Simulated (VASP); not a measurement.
SnO2:

```xyz
6
Lattice="-1.9996 1.9996 5.1013 1.9996 -1.9996 5.1013 1.9996 1.9996 -5.1013" Properties=species:S:1:pos:R:3 pbc="T T T"
Sn    0.0000    1.9996    2.5506
Sn    0.0000    0.0000    0.0000
O     0.0000    1.9996    0.4728
O     0.0000    0.0000    8.1247
O     0.0000    0.0000    2.0778
O     0.0000    1.9996    4.6285
```

Base run:

| Item | Value |
| --- | --- |
| Program | VASP 6.6.1 |
| Functional | PBE |
| Potentials or basis | VASP PAW PBE potentials, release 64 (Sn_d, O) |
| Cutoff | 600 eV |
| k mesh | 6 × 6 × 6 |
| Occupations | gaussian, width 0.01 eV |
| Spin | no spin polarisation |

Its results: band gap on the k mesh 1.71 eV, indirect (least direct gap 2.09 eV); pressure 7.2 GPa; largest force 0.118 eV/Å.

Question: The run is repeated on the same cell with these changes: dispersion from none to D4. What comes out?

Answer: Band gap on the k mesh 1.71 eV, indirect (least direct gap 2.09 eV); pressure 4.2 GPa; largest force 0.127 eV/Å.

Dispersion adds attraction, which lowers the pressure at fixed volume and, as a term added to the energy, leaves the levels alone.

Caveats: spin-orbit coupling is left out, which moves the levels of the heavy elements.

A k mesh can miss the band edges.
